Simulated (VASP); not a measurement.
# Ga (Cmce) in VASP: a series of runs, part 2 of 2

VASP 6.6.1. Earlier steps stand in the parts before.

## (4) Single point, PBEsol (engineering shear strain xz +0.0000, normal strain along z -0.0500)

File INCAR:

```
  PREC = Accurate
  ENCUT = 520
  EDIFF = 1E-6
  ISMEAR = 0
  SIGMA = 0.15
  LREAL = F
  LASPH = T
  NELM = 60
  ALGO = Fast
  ISIF = 2
  LWAVE = F
  LCHARG = T
  GGA = PS
  LELF = T
  LVHAR = T
  NBANDS = 34
```

File KPOINTS:

```
regular mesh
0
Gamma
  10 10 10
```

File POSCAR:

```
Ga
1.0
    2.2350478178     -3.7986615528      0.0000000000
    2.2350478178      3.7986615528      0.0000000000
    0.0000000000      0.0000000000      4.2652873141
Ga
4
Direct
    0.1559156097      0.8440843903      0.0832479706
    0.6559156097      0.3440843903      0.4167520294
    0.8440843903      0.1559156097      0.9167520294
    0.3440843903      0.6559156097      0.5832479706
```

Potentials or basis: VASP PAW PBE potentials, release 64 (Ga_d).

On the command line:

```sh
> cat potpaw_PBE.64/Ga_d/POTCAR > POTCAR
> mpirun -np 1 vasp_std > vasp.out
```

OUTCAR:

```text
PREC = Accurate
   ENCUT = 520
   EDIFF = 1E-6
   ISMEAR = 0
   LREAL = F
   LASPH = T
   NELM = 60
   ISIF = 2
   GGA = PS

 ion  position               nearest neighbor table
   1  0.156  0.844  0.083-   3 2.47   4 2.57   4 2.57   2 2.65   2 2.65   3 2.75   3 2.75
   2  0.656  0.344  0.417-   4 2.47   3 2.57   3 2.57   1 2.65   1 2.65   4 2.75   4 2.75
   3  0.844  0.156  0.917-   1 2.47   2 2.57   2 2.57   4 2.65   4 2.65   1 2.75   1 2.75
   4  0.344  0.656  0.583-   2 2.47   1 2.57   1 2.57   3 2.65   3 2.65   2 2.75   2 2.75

  LATTYP: Found a base centered orthorhombic cell.
 ALAT       =     4.4700956356
 B/A-ratio  =     1.6995884932
 C/A-ratio  =     0.9541825638

  Lattice vectors:

 A1 = (   2.2350478178,  -3.7986615528,   0.0000000000)
 A2 = (   2.2350478178,   3.7986615528,   0.0000000000)
 A3 = (   0.0000000000,   0.0000000000,   4.2652873141)

Analysis of symmetry for initial positions (statically):
=====================================================================
 Subroutine PRICEL returns:
 Original cell was already a primitive cell.

 Routine SETGRP: Setting up the symmetry group for a
 base centered orthorhombic supercell.

 Subroutine GETGRP returns: Found  8 space group operations
 (whereof  4 operations were pure point group operations)
 out of a pool of  8 trial point group operations.

The static configuration has the point symmetry C_2h.
 The point group associated with its full space group is D_2h.

Analysis of symmetry for dynamics (positions and initial velocities):
=====================================================================
 Subroutine PRICEL returns:
 Original cell was already a primitive cell.

 Routine SETGRP: Setting up the symmetry group for a
 base centered orthorhombic supercell.

 Subroutine GETGRP returns: Found  8 space group operations
 (whereof  4 operations were pure point group operations)
 out of a pool of  8 trial point group operations.

The dynamic configuration has the point symmetry C_2h.
 The point group associated with its full space group is D_2h.

 Subroutine INISYM returns: Found  8 space group operations
 (whereof  4 operations are pure point group operations),
 and found     1 'primitive' translations

----------------------------------------------------------------------------------------

                                     Primitive cell

  volume of cell :      72.4262

  direct lattice vectors                    reciprocal lattice vectors
     2.235047818 -3.798661553  0.000000000     0.223708860 -0.131625309  0.000000000
     2.235047818  3.798661553  0.000000000     0.223708860  0.131625309  0.000000000
     0.000000000  0.000000000  4.265287314     0.000000000  0.000000000  0.234450795

  length of vectors
     4.407410616  4.407410616  4.265287314     0.259559003  0.259559003  0.234450795

  position of ions in fractional coordinates (direct lattice)
     0.155915610  0.844084390  0.083247971
     0.655915610  0.344084390  0.416752029
     0.844084390  0.155915610  0.916752029
     0.344084390  0.655915610  0.583247971

  ion indices of the primitive-cell ions
   primitive index   ion index
                 1           1
                 2           2
                 3           3
                 4           4

[... 29 lines left out ...]
  0.100000  0.000000  0.000000      4.000000
  0.200000  0.000000  0.000000      4.000000
  0.300000  0.000000  0.000000      4.000000
  0.400000  0.000000  0.000000      4.000000
  0.500000  0.000000  0.000000      2.000000
[... 16 lines left out ...]
  0.300000  0.300000  0.000000      2.000000
  0.400000  0.300000  0.000000      4.000000
 [... further k-points ...]
   k-points           NKPTS =    186   k-points in BZ     NKDIM =    186   number of bands    NBANDS=     34
   number of dos      NEDOS =    301   number of ions     NIONS =      4
   total plane-waves  NPLWV =  41472
   dimension x,y,z NGX =    36 NGY =   36 NGZ =   32
   dimension x,y,z NGXF=    72 NGYF=   72 NGZF=   64
   ions per type =               4
   NGX,Y,Z   is equivalent  to a cutoff of  13.58, 13.58, 12.47 a.u.
   NGXF,Y,Z  is equivalent  to a cutoff of  27.16, 27.16, 24.94 a.u.
 SYSTEM =  unknown system
   PREC   = accura    normal or accurate (medium, high low for compatibility)
   ISTART =      0    job   : 0-new  1-cont  2-samecut
   ICHARG =      2    charge: 1-file 2-atom 10-const
   ISPIN  =      1    spin polarized calculation?
   LNONCOLLINEAR =      F non collinear calculations
   LSORBIT =      F    spin-orbit coupling
   LASPH  =      T    aspherical Exc in radial PAW
   ENCUT  =  520.0 eV  38.22 Ry    6.18 a.u.   8.19  8.19  7.93*2*pi/ulx,y,z
   NELM   =     60;   NELMIN=  2; NELMDL= -5     # of ELM steps
   EDIFF  = 0.1E-05   stopping-criterion for ELM
   LREAL  =      F    real-space projection
   EDIFFG = 0.1E-04   stopping-criterion for IOM
   NSW    =      0    number of steps for IOM
   IBRION =     -1    ionic relax: 0-MD 1-quasi-New 2-CG
   NFREE  =      0    steps in history (QN), initial steepest desc. (CG)
   ISIF   =      2    stress and relaxation
   ISYM   =      2    0-nonsym 1-usesym 2-fastsym
   POTIM  = 0.5000    time-step for ionic-motion
   TEBEG  =    0.0;   TEEND  =   0.0 temperature during run
   PSTRESS=    0.0 pullay stress
   NELECT =      52.0000    total number of electrons
   NUPDOWN=      -1.0000    fix difference up-down
   EMIN   =  10.00;   EMAX   =-10.00  energy-range for DOS
   EFERMI =   0.00;   METHOD = LEGACY
   ISMEAR =     0;   SIGMA  =   0.15  broadening in eV -4-tet -1-fermi 0-gaus
   EFERMI_NEDOS =   21; number of points for ismear=-14 and -15
   IALGO  =     68    algorithm
   IMIX   =      4    mixing-type and parameters
     AMIX     =   0.40;   BMIX     =  1.00
     AMIX_MAG =   1.60;   BMIX_MAG =  1.00
  volume/ion in A,a.u.               =      18.11       122.19
  Fermi-wavevector in a.u.,A,eV,Ry     =   1.465921  2.770190 29.237910  2.148926
  Thomas-Fermi vector in A             =   2.581721
   LORBIT       =      0    0 simple, 1 ext, 2 COOP (PROOUT), +10 PAW based schemes
   GGA     = PS    functional components
   LHFCALC =     F    Hartree Fock is set to
   AEXX    =    0.0000 exact exchange contribution
   IVDW    =     0    specifies the selected vdW correction
   LEPSILON=     F    determine dielectric tensor
   LRPA    =     F    only Hartree local field effects (RPA)
 non-spin polarized calculation
 RMM-DIIS sequential band-by-band and
 Gauss-broadening in eV      SIGMA  =   0.15
  energy-cutoff  :      520.00
  volume of cell :       72.43
 maximum number of plane-waves:      1968
 NGX is ok and might be reduce to    36
   NGX = 17   NGY = 17   NGZ = 15

 number of electron      52.0000007 magnetization

 Free energy of the ion-electron system (eV)
  ---------------------------------------------------
  ext. energy  EPLUGINS =         0.00000000
  ---------------------------------------------------
  free energy    TOTEN  =       -13.33902915 eV

  energy without entropy =      -13.33035349  energy(sigma->0) =      -13.33469132

 E-fermi :   5.5251     XC(G=0): -11.1987

 val. band max:        5.5112357340   @ k =   0.0000   0.0000   0.4000
 cond. band min:       5.5283333338   @ k =  -0.4000   0.2000   0.0000
 fundamental gap:      0.0170975997
 Fermi energy:         5.5251496891

 k-point     1 :       0.0000    0.0000    0.0000
  band No.  band energies     occupation
      1      -9.6485      2.00000
      2      -9.6361      2.00000
      3      -9.5925      2.00000
      4      -9.5569      2.00000
      5      -9.5325      2.00000
      6      -9.5252      2.00000
[... 877 lines left out ...]
     33      15.3089      0.00000
     34      15.4301      0.00000

 [... further k-points ...]

------------------------ aborting loop because EDIFF is reached ----------------------------------------

  FORCE on cell =-STRESS in cart. coord.  units (eV):
  Direction    XX          YY          ZZ          XY          YZ          ZX
  --------------------------------------------------------------------------------------
  -------------------------------------------------------------------------------------
  Total        1.7028426      0.5872842      2.9315968      0.0000000      0.0000000      0.0000000
  in kB       37.6694586     12.9916168     64.8513647      0.0000000      0.0000000      0.0000000
  external PRESSURE =      38.5041467 kB  Pullay stress =       0.0000000 kB

 VOLUME and BASIS-vectors are now :
 -----------------------------------------------------------------------------
  energy-cutoff  :      520.00
  volume of cell :       72.43
      direct lattice vectors                 reciprocal lattice vectors
     2.235047818 -3.798661553  0.000000000     0.223708860 -0.131625309  0.000000000
     2.235047818  3.798661553  0.000000000     0.223708860  0.131625309  0.000000000
     0.000000000  0.000000000  4.265287314     0.000000000  0.000000000  0.234450795

 POSITION                                       TOTAL-FORCE (eV/Angst)
 -----------------------------------------------------------------------------------
      2.23505      2.61412      0.35508         0.000000      0.237600     -0.050398
      2.23505     -1.18454      1.77757         0.000000      0.237600      0.050398
      2.23505     -2.61412      3.91021         0.000000     -0.237600      0.050398
      2.23505      1.18454      2.48772         0.000000     -0.237600     -0.050398
 -----------------------------------------------------------------------------------
    total drift:                               -0.000000     -0.000000      0.000000

  FREE ENERGIE OF THE ION-ELECTRON SYSTEM (eV)
  ---------------------------------------------------
  free  energy   TOTEN  =       -13.3390291486 eV

  energy  without entropy=      -13.3303534905  energy(sigma->0) =      -13.33469132
```

Wall time 3.3 min (1 thread of Intel Xeon 6975P-C (Granite Rapids), shared host); peak memory 0.42 GiB.

What came out:

```
Free energy            : -13.3390 eV
Pressure               : 3.9 GPa
Largest force          : 0.243 eV/Å
Band gap on the k mesh : zero (bands 26 and 27 overlap by 1.53 eV)
```

Forces in eV/Å, atoms in the order of the input:
```
Ga   0.000  0.238 -0.050
Ga   0.000  0.238  0.050
Ga   0.000 -0.238  0.050
Ga   0.000 -0.238 -0.050
```

Levels at points of the mesh, in eV from the Fermi level:
| k point | band 22 | band 23 | band 24 | band 25 | band 26 | band 27 | band 28 | band 29 | band 30 | band 31 |
| --- | --- | --- | --- | --- | --- | --- | --- | --- | --- | --- |
| (0.00, 0.00, 0.00) | -3.72 | -3.49 | -2.10 | -2.00 | -1.02 | 0.78 | 0.85 | 0.88 | 5.63 | 6.05 |
| (0.50, 0.00, 0.00) | -9.04 | -3.53 | -3.53 | -1.10 | -1.10 | 1.23 | 1.23 | 4.60 | 4.60 | 5.72 |
| (0.50, 0.50, 0.00) | -7.57 | -4.19 | -3.69 | -1.32 | -1.13 | 1.32 | 1.63 | 3.87 | 4.44 | 4.50 |
| (0.00, 0.00, 0.50) | -9.47 | -0.13 | -0.13 | -0.12 | -0.12 | 0.01 | 0.01 | 2.09 | 2.09 | 3.92 |
| (0.50, 0.00, 0.50) | -7.30 | -6.52 | -6.52 | -1.71 | -1.71 | 0.50 | 0.50 | 7.66 | 7.66 | 8.48 |
| (0.50, 0.50, 0.50) | -7.80 | -5.45 | -5.45 | -1.39 | -1.39 | -1.12 | -1.12 | 7.73 | 7.73 | 8.45 |

Caveat: the cell differs from its parent crystal (engineering shear strain xz +0.0000, normal strain along z -0.0500); the stress differs along the axes, from 1 to 6 GPa; the PAW data sets were made with another functional, which shifts forces and pressure a little.

## (5) The runs side by side

| cell | further INCAR settings | gap on the mesh (eV) | pressure (GPa) | largest force (eV/Å) |
| --- | --- | --- | --- | --- |
| a = 4.407, b = 4.407, c = 3.816 Å, angles 90.0, 90.0, 119.1°, 4 atoms | ALGO = Fast; EDIFF = 1e-07; NBANDS = 34 | none | 17.0 | 1.23 |
| a = 4.407, b = 4.407, c = 4.041 Å, angles 90.0, 90.0, 119.1°, 4 atoms | ALGO = Fast; EDIFF = 1e-06; NBANDS = 34 | none | 9.3 | 0.62 |
| a = 4.407, b = 4.407, c = 4.265 Å, angles 90.0, 90.0, 119.1°, 4 atoms | ALGO = Fast; EDIFF = 1e-06; NBANDS = 34 | none | 3.9 | 0.24 |

Alike in all rows: task single point; level PBEsol; potentials or basis VASP PAW PBE potentials, release 64 (Ga_d); no spin polarisation; k mesh 10 × 10 × 10; cutoff (eV) 520; smearing gaussian 0.15 eV.

Caveats: the PAW data sets were made with another functional, which shifts forces and pressure a little; the stress differs along the axes, from 9 to 28 GPa (at least some runs); the stress differs along the axes, from 4 to 16 GPa (at least some runs); the stress differs along the axes, from 1 to 6 GPa (at least some runs).

Absolute energies hang on the potentials; compare differences alone.

The gap in the log of VASP goes by the Fermi energy; the results here count the filled bands.